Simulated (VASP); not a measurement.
Runs of VASP 6.6.1 on HfSbH5. The structure is that of space group R-3m (No. 166), or close to it. The cells are those of the table. 

```tsv
task	cell	k mesh	cutoff (eV)	gap on the mesh (eV)	pressure (GPa)	relaxed volume (Å³/atom)	largest force (eV/Å)
single point	a = 4.148 Å, angles 74.8°, 7 atoms	12 × 12 × 12	520	none	-0.4	-	(a)
single point	a = 5.235 Å, angles 59.5°, 7 atoms	6 × 6 × 6	520	none	(b)	-	1.32
relaxation of cell and atoms	relaxed from a = 4.173 Å, angles 74.0°, 7 atoms	12 × 12 × 12	600	none	-0.1	(c)	0.01
relaxation of cell and atoms	relaxed from a = 5.235 Å, angles 59.5°, 7 atoms	6 × 6 × 6	600	none	0.4	9.25	0.03
single point	a = 4.173 Å, angles 74.0°, 7 atoms	6 × 6 × 6	520	none	-0.7	-	0.05
```

Alike in all rows: level PBE; potentials or basis VASP PAW PBE potentials, release 64 (Hf_pv, Sb, H); no spin polarisation; smearing gaussian 0.1 eV.

**Question.** Estimate the missing entries.

**Answer.** (a) 0.02; (b) -15.1; (c) 9.26.

Caveats: spin-orbit coupling is left out, which moves the levels of the heavy elements; forces of over 1 eV/Å act on the atoms, so gaps and moduli don't describe the material at rest (some runs); the volume moved by over 15 % at a fixed basis, so the end points are rough (some runs).

A k mesh can miss the band edges, and the runs leave out spin-orbit coupling on Hf, Sb.

A gap of «none» marks levels without a gap at the run's occupations.
